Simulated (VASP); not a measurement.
Write the native input for VASP 6.6.1 that does the following.

```
Task                   : relaxation of cell and atoms
Functional             : PBE
Potentials or basis    : VASP PAW PBE potentials, release 64 (Ru_pv)
Cutoff                 : 600 eV
k mesh                 : 15 × 15 × 8
Occupations            : fermi-dirac, width 0.15 eV
Spin                   : no spin polarisation
Dipole correction      : no
Further INCAR settings : ALGO = Normal; EDIFF = 1e-07; IBRION = 2; EDIFFG = -0.001; NSW = 80; ISIF = 3
```

The structure of Ru lies in POSCAR:

```
Ru
1.0
    2.7200332038      0.0000000000      0.0000000000
   -1.3600166019      2.3556178536      0.0000000000
    0.0000000000      0.0000000000      4.2956611061
Ru
2
Direct
    0.3333333333      0.6666666667      0.2500000000
    0.6666666667      0.3333333333      0.7500000000
```

One way to write it, as run:

INCAR

```
PREC = Accurate
ENCUT = 600
EDIFF = 1E-7
ISMEAR = -1
SIGMA = 0.15
LREAL = F
LASPH = T
NELM = 60
ALGO = Normal
ISIF = 3
LWAVE = F
LCHARG = F
GGA = PE
IBRION = 2
NSW = 80
EDIFFG = -0.001
```

KPOINTS

```
Automatic mesh
0
Gamma
  15 15 8
```

Potentials or basis: VASP PAW PBE potentials, release 64 (Ru_pv).

Command:

```bash
$ cat potpaw_PBE.64/Ru_pv/POTCAR > POTCAR
$ mpirun -np 1 vasp_std > vasp.out
```

Results of the run:

| Property | Result |
| --- | --- |
| Relaxed volume | 13.78 Å³/atom |
| Relaxed cell | a = 2.722 Å, b = 2.722 Å, c = 4.297 Å, α = 90.00°, β = 90.00°, γ = 120.00° |
| Space group after relaxing (to 0.05 Å) | P6_3/mmc (No. 194) |
| Energy gained by relaxing | 0.0 meV/atom |
| Ionic steps | 6 |
| Pressure after relaxing | 0.0 GPa |
| Band gap on the k mesh | zero (band 14 reaches 14.09 eV, above the bottom of band 15 at 11.09 eV) |

Wall time 4.8 min on 1 thread of AMD EPYC 7R13, with other jobs on the host, peak memory 0.18 GiB.
